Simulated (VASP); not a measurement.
# Zr in VASP: a series of runs, part 3 of 3

VASP 6.6.1.

## (4) Electric field gradients, PBEsol (equal xy, yz and zx shear strains of -1 %)

The input, INCAR:

```
SYSTEM = Zr
  PREC = Accurate
  ENCUT = 520
  EDIFF = 1E-8
  ISMEAR = -1
  SIGMA = 0.08
  LREAL = .False.
  LASPH = .True.
  NELM = 100
  ALGO = Normal
  ISIF = 2
  LWAVE = .False.
  LCHARG = .False.
  GGA = PS
  LEFG = .True.
  NBANDS = 19
```

The input, KPOINTS:

```
regular mesh
0
Gamma
  13 13 7
  0 0 0
```

The input, POSCAR:

```
Zr
1.0
    3.2319982225     -0.0161599911     -0.0161599911
   -1.6299940740      2.8070725612     -0.0059149673
   -0.0257350000     -0.0257350000      5.1470000000
Zr
2
Direct
    0.3333333333      0.6666666667      0.2500000000
    0.6666666667      0.3333333333      0.7500000000
```

Potentials or basis: VASP PAW PBE potentials, release 64 (Zr_sv).

Command:

```console
> cat potpaw_PBE.64/Zr_sv/POTCAR > POTCAR
> mpirun -np 1 vasp_std > vasp.out
```

OUTCAR:

```text
SYSTEM = Zr
   PREC = Accurate
   ENCUT = 520
   EDIFF = 1E-8
   ISMEAR = -1
   LREAL = .False.
   LASPH = .True.
   NELM = 100
   ISIF = 2
   GGA = PS

 ion  position               nearest neighbor table
   1  0.333  0.667  0.250-   2 3.15   2 3.16   2 3.18   2 3.19   2 3.19   2 3.19
   2  0.667  0.333  0.750-   1 3.15   1 3.16   1 3.18   1 3.19   1 3.19   1 3.19

  LATTYP: Found a triclinic cell.
 ALAT       =     3.2180891177
 B/A-ratio  =     1.0043472705
 C/A-ratio  =     1.5994363379
 COS(alpha) =     0.0099745013
 COS(beta)  =     0.0136846555
 COS(gamma) =     0.4934979113

  Lattice vectors:

 A1 = (   1.6020041485,   2.7909125701,  -0.0220749584)
 A2 = (   3.2319982225,  -0.0161599911,  -0.0161599911)
 A3 = (   0.0257350000,   0.0257350000,  -5.1470000000)

Analysis of symmetry for initial positions (statically):
=====================================================================
 Subroutine PRICEL returns:
 Original cell was already a primitive cell.

 Routine SETGRP: Setting up the symmetry group for a
 triclinic supercell.

 Subroutine GETGRP returns: Found  2 space group operations
 (whereof  2 operations were pure point group operations)
 out of a pool of  2 trial point group operations.

The static configuration has the point symmetry S_2 .

Analysis of symmetry for dynamics (positions and initial velocities):
=====================================================================
 Subroutine PRICEL returns:
 Original cell was already a primitive cell.

 Routine SETGRP: Setting up the symmetry group for a
 triclinic supercell.

 Subroutine GETGRP returns: Found  2 space group operations
 (whereof  2 operations were pure point group operations)
 out of a pool of  2 trial point group operations.

The dynamic configuration has the point symmetry S_2 .

 Subroutine INISYM returns: Found  2 space group operations
 (whereof  2 operations are pure point group operations),
 and found     1 'primitive' translations

----------------------------------------------------------------------------------------

                                     Primitive cell

  volume of cell :      46.5580

  direct lattice vectors                    reciprocal lattice vectors
     3.231998223 -0.016159991 -0.016159991     0.310319372  0.180199561  0.002452595
    -1.629994074  2.807072561 -0.005914967     0.001795424  0.357289357  0.001795424
    -0.025735000 -0.025735000  5.147000000     0.000976370  0.000976370  0.194297698

  length of vectors
     3.232079021  3.246008631  5.147128673     0.358853744  0.357298379  0.194302605

  position of ions in fractional coordinates (direct lattice)
     0.333333333  0.666666667  0.250000000
     0.666666667  0.333333333  0.750000000

  ion indices of the primitive-cell ions
   primitive index   ion index
                 1           1
                 2           2

[... 68 lines left out ...]
   LASPH  =      T    aspherical Exc in radial PAW
   ENCUT  =  520.0 eV  38.22 Ry    6.18 a.u.   6.01  6.04  9.57*2*pi/ulx,y,z
   NELM   =    100;   NELMIN=  2; NELMDL= -5     # of ELM steps
   EDIFF  = 0.1E-07   stopping-criterion for ELM
   LREAL  =      F    real-space projection
   EDIFFG = 0.1E-06   stopping-criterion for IOM
   NSW    =      0    number of steps for IOM
   IBRION =     -1    ionic relax: 0-MD 1-quasi-New 2-CG
   NFREE  =      0    steps in history (QN), initial steepest desc. (CG)
   ISIF   =      2    stress and relaxation
   ISYM   =      2    0-nonsym 1-usesym 2-fastsym
   POTIM  = 0.5000    time-step for ionic-motion
   TEBEG  =    0.0;   TEEND  =   0.0 temperature during run
   PSTRESS=    0.0 pullay stress
   NELECT =      24.0000    total number of electrons
   NUPDOWN=      -1.0000    fix difference up-down
   EMIN   =  10.00;   EMAX   =-10.00  energy-range for DOS
   EFERMI =   0.00;   METHOD = LEGACY
   ISMEAR =    -1;   SIGMA  =   0.08  broadening in eV -4-tet -1-fermi 0-gaus
   EFERMI_NEDOS =   21; number of points for ismear=-14 and -15
   IALGO  =     38    algorithm
   IMIX   =      4    mixing-type and parameters
     AMIX     =   0.40;   BMIX     =  1.00
     AMIX_MAG =   1.60;   BMIX_MAG =  1.00
  volume/ion in A,a.u.               =      23.28       157.09
  Fermi-wavevector in a.u.,A,eV,Ry     =   1.312645  2.480538 23.443323  1.723036
  Thomas-Fermi vector in A             =   2.443022
   LORBIT       =      0    0 simple, 1 ext, 2 COOP (PROOUT), +10 PAW based schemes
   GGA     = PS    functional components
   LHFCALC =     F    Hartree Fock is set to
   AEXX    =    0.0000 exact exchange contribution
   IVDW    =     0    specifies the selected vdW correction
   LEPSILON=     F    determine dielectric tensor
   LRPA    =     F    only Hartree local field effects (RPA)
 non-spin polarized calculation
  energy-cutoff  :      520.00
  volume of cell :       46.56
 maximum number of plane-waves:      1277
   NGX = 13   NGY = 13   NGZ = 19

 number of electron      24.0000000 magnetization

 Free energy of the ion-electron system (eV)
  ---------------------------------------------------
  ext. energy  EPLUGINS =         0.00000000
  ---------------------------------------------------
  free energy    TOTEN  =       -18.16588986 eV

  energy without entropy =      -18.12051527  energy(sigma->0) =      -18.14320256

 E-fermi :   8.8538     XC(G=0): -11.2023

 val. band max:        8.8513628265   @ k =  -0.0769  -0.0769   0.1429
 cond. band min:       8.8578189778   @ k =   0.1538  -0.0769   0.1429
 fundamental gap:      0.0064561514
 Fermi energy:         8.8537795554

 k-point     1 :       0.0000    0.0000    0.0000
  band No.  band energies     occupation
      1     -39.8674      2.00000
      2     -39.7110      2.00000
      3     -18.4210      2.00000
      4     -17.5504      2.00000
      5     -17.5380      2.00000
      6     -17.4074      2.00000
[... 505 lines left out ...]
      6     -17.7083      2.00000
[... 11 lines left out ...]
     18      13.3199      0.00000
     19      13.8265      0.00000

 [... further k-points ...]
[... 5 lines left out ...]
  --------------------------------------------------------------------------------------
  -------------------------------------------------------------------------------------
  Total       -0.9993503     -0.9969414     -0.8131754      0.1316463      0.0708452      0.0709839
  in kB      -34.3901426    -34.3072482    -27.9833980      4.5302797      2.4379614      2.4427325
  external PRESSURE =     -32.2269296 kB  Pullay stress =       0.0000000 kB

 VOLUME and BASIS-vectors are now :
 -----------------------------------------------------------------------------
  energy-cutoff  :      520.00
  volume of cell :       46.56
      direct lattice vectors                 reciprocal lattice vectors
     3.231998223 -0.016159991 -0.016159991     0.310319372  0.180199561  0.002452595
    -1.629994074  2.807072561 -0.005914967     0.001795424  0.357289357  0.001795424
    -0.025735000 -0.025735000  5.147000000     0.000976370  0.000976370  0.194297698

 POSITION                                       TOTAL-FORCE (eV/Angst)
 -----------------------------------------------------------------------------------
     -0.01576      1.85956      1.27742         0.019432      0.000461      0.001403
      1.59203      0.90562      3.84751        -0.019432     -0.000461     -0.001403
 -----------------------------------------------------------------------------------
    total drift:                               -0.000000      0.000000     -0.000000

  FREE ENERGIE OF THE ION-ELECTRON SYSTEM (eV)
  ---------------------------------------------------
  free  energy   TOTEN  =       -18.1658898584 eV

  energy  without entropy=      -18.1205152658  energy(sigma->0) =      -18.14320256

 Electric field gradients (V/A^2)
---------------------------------------------------------------------
 ion       V_xx      V_yy      V_zz      V_xy      V_xz      V_yz
---------------------------------------------------------------------
   1     -20.891   -20.823    41.713     1.383     2.496     2.497
   2     -20.891   -20.823    41.713     1.383     2.496     2.497
---------------------------------------------------------------------

 Electric field gradients after diagonalization (V/A^2)
 (convention: |V_zz| > |V_xx| > |V_yy|)
----------------------------------------------------------------------
 ion       V_xx      V_yy      V_zz     asymmetry (V_yy - V_xx)/ V_zz
----------------------------------------------------------------------
   1     -22.240   -19.676    41.916       0.061
   2     -22.240   -19.676    41.916       0.061
----------------------------------------------------------------------

           NMR quadrupolar parameters

 Cq : quadrupolar parameter    Cq=e*Q*V_zz/h
 eta: asymmetry parameters     (V_yy - V_xx)/ V_zz
 Q  : nuclear electric quadrupole moment in mb (millibarn)
----------------------------------------------------------------------
 ion       Cq(MHz)       eta       Q (mb)
----------------------------------------------------------------------
   1       0.101       0.061       1.000
   2       0.101       0.061       1.000
----------------------------------------------------------------------
```

stdout:

```text
POSCAR found type information on POSCAR Zr
 POSCAR found :  1 types and       2 ions
 scaLAPACK will be used
 -----------------------------------------------------------------------------
[... 27 lines left out ...]
     0.0000720     0.0747801     0.0487594    -1.1513403     0.0488150    -0.0015974
     0.0000992     0.0747801     0.0487594    -1.1513403     0.0488150    -0.0015974
     0.0001366     0.0747801     0.0487594    -1.1513402     0.0488150    -0.0015974

     0.0000523    -1.2034243    -2.2413860   -32.9547029    -2.2395493     0.0298580
     0.0000720    -1.2033220    -2.2412615   -32.9532716    -2.2394249     0.0298559
     0.0000992    -1.2031557    -2.2410606   -32.9509554    -2.2392241     0.0298526
     0.0001366    -1.2028864    -2.2407381   -32.9472238    -2.2389018     0.0298472
```

It took 2.4 min on 1 thread of Intel Xeon 6975P-C (Granite Rapids), shared host; peak memory 0.49 GiB.

What came out:

| Property | Result |
| --- | --- |
| Free energy | -18.1659 eV |
| Pressure | -3.2 GPa |
| Largest force | 0.019 eV/Å |
| Band gap on the k mesh | zero (band 12 reaches 9.81 eV, above the bottom of band 13 at 8.62 eV) |

Forces in eV/Å, atoms in the order of the input:
```
Zr   0.019  0.000  0.001
Zr  -0.019  0.000 -0.001
```

Electric field gradients, principal values (V/Å²):
```
atom    least   middle  greatest (by size)
1 Zr  -19.676  -22.240              41.916
2 Zr  -19.676  -22.240              41.916
```

Caveat: the cell differs from its parent crystal (equal xy, yz and zx shear strains of -1 %); without QUAD_EFG the Cq values of the log hold for a quadrupole moment of 1 mb, not for the nuclei; the PAW data sets were made with another functional, which shifts forces and pressure a little.

## (5) Electric field gradients, PBEsol (volume scaled by 0.94)

The input, INCAR:

```
PREC = Accurate
ENCUT = 520
EDIFF = 1E-8
ISMEAR = -1
SIGMA = 0.08
LREAL = F
LASPH = T
NELM = 80
ALGO = Normal
ISIF = 2
LWAVE = F
LCHARG = F
GGA = PS
LEFG = T
NBANDS = 19
```

The input, KPOINTS:

```
regular mesh
0
Gamma
  13 13 7
```

The input, POSCAR:

```
Zr
1.0
    3.1660205622      0.0000000000      0.0000000000
   -1.5830102810      2.7418542357      0.0000000000
    0.0000000000      0.0000000000      5.0419297016
Zr
2
Direct
    0.3333333333      0.6666666667      0.2500000000
    0.6666666667      0.3333333333      0.7500000000
```

Potentials or basis: VASP PAW PBE potentials, release 64 (Zr_sv).

Command:

```console
> cat potpaw_PBE.64/Zr_sv/POTCAR > POTCAR
> mpirun -np 1 vasp_std > vasp.out
```

OUTCAR:

```text
PREC = Accurate
   ENCUT = 520
   EDIFF = 1E-8
   ISMEAR = -1
   LREAL = F
   LASPH = T
   NELM = 80
   ISIF = 2
   GGA = PS

 ion  position               nearest neighbor table
   1  0.333  0.667  0.250-   2 3.11   2 3.11   2 3.11   2 3.11   2 3.11   2 3.11
   2  0.667  0.333  0.750-   1 3.11   1 3.11   1 3.11   1 3.11   1 3.11   1 3.11

  LATTYP: Found a hexagonal cell.
 ALAT       =     3.1660205622
 C/A-ratio  =     1.5925132521

  Lattice vectors:

[... 742 lines left out ...]

  FREE ENERGIE OF THE ION-ELECTRON SYSTEM (eV)
  ---------------------------------------------------
  free  energy   TOTEN  =       -18.1714439076 eV

  energy  without entropy=      -18.1274083201  energy(sigma->0) =      -18.14942611

 Electric field gradients (V/A^2)
---------------------------------------------------------------------
 ion       V_xx      V_yy      V_zz      V_xy      V_xz      V_yz
---------------------------------------------------------------------
   1     -23.747   -23.747    47.494    -0.000     0.000    -0.000
   2     -23.747   -23.747    47.494    -0.000    -0.000     0.000
---------------------------------------------------------------------

 Electric field gradients after diagonalization (V/A^2)
 (convention: |V_zz| > |V_xx| > |V_yy|)
----------------------------------------------------------------------
 ion       V_xx      V_yy      V_zz     asymmetry (V_yy - V_xx)/ V_zz
----------------------------------------------------------------------
   1     -23.747   -23.747    47.494       0.000
   2     -23.747   -23.747    47.494       0.000
----------------------------------------------------------------------

           NMR quadrupolar parameters

 Cq : quadrupolar parameter    Cq=e*Q*V_zz/h
 eta: asymmetry parameters     (V_yy - V_xx)/ V_zz
 Q  : nuclear electric quadrupole moment in mb (millibarn)
----------------------------------------------------------------------
 ion       Cq(MHz)       eta       Q (mb)
----------------------------------------------------------------------
   1       0.115       0.000       1.000
   2       0.115       0.000       1.000
----------------------------------------------------------------------
```

It took 38 s on 1 thread of Intel Xeon Platinum 8488C (Sapphire Rapids), shared host; peak memory 0.19 GiB.

What came out:

```
Free energy            : -18.1714 eV
Pressure               : 2.8 GPa
Band gap on the k mesh : zero (band 12 reaches 10.60 eV, above the bottom of band 13 at 9.38 eV)
```

Stress tensor (GPa, compression positive):
```
2.42 0.00 0.00
0.00 2.42 0.00
0.00 0.00 3.69
```

Levels at points of the mesh, in eV from the Fermi level:
| k point | band 10 | band 11 | band 12 | band 13 | band 14 | band 15 |
| --- | --- | --- | --- | --- | --- | --- |
| (0.00, 0.00, 0.00) | -3.21 | 0.87 | 0.87 | 1.05 | 1.45 | 1.63 |

Electric field gradients, principal values (V/Å²):
```csv
atom,least,middle,greatest (by size)
1 Zr,-23.747,-23.747,47.494
2 Zr,-23.747,-23.747,47.494
```

Caveat: without QUAD_EFG the Cq values of the log hold for a quadrupole moment of 1 mb, not for the nuclei; the PAW data sets were made with another functional, which shifts forces and pressure a little.

## (6) Summary

```tsv
cell	gap on the mesh (eV)	pressure (GPa)	largest force (eV/Å)
a = 3.232, b = 3.218, c = 5.147 Å, angles 89.8, 89.4, 119.6°, 2 atoms	none	-3.2	0.02
a = 3.232, b = 3.246, c = 5.147 Å, angles 90.2, 90.6, 120.4°, 2 atoms	none	-3.2	0.02
a = 3.166, b = 3.166, c = 5.042 Å, angles 90.0, 90.0, 120.0°, 2 atoms	none	2.8	-
```

Alike in all rows: task electric field gradients; level PBEsol; potentials or basis VASP PAW PBE potentials, release 64 (Zr_sv); no spin polarisation; k mesh 13 × 13 × 7; cutoff (eV) 520; smearing fermi-dirac 0.08 eV.

Caveats: the PAW data sets were made with another functional, which shifts forces and pressure a little.

Total energies depend on the potentials used, so only differences within one code and one set of settings carry meaning.
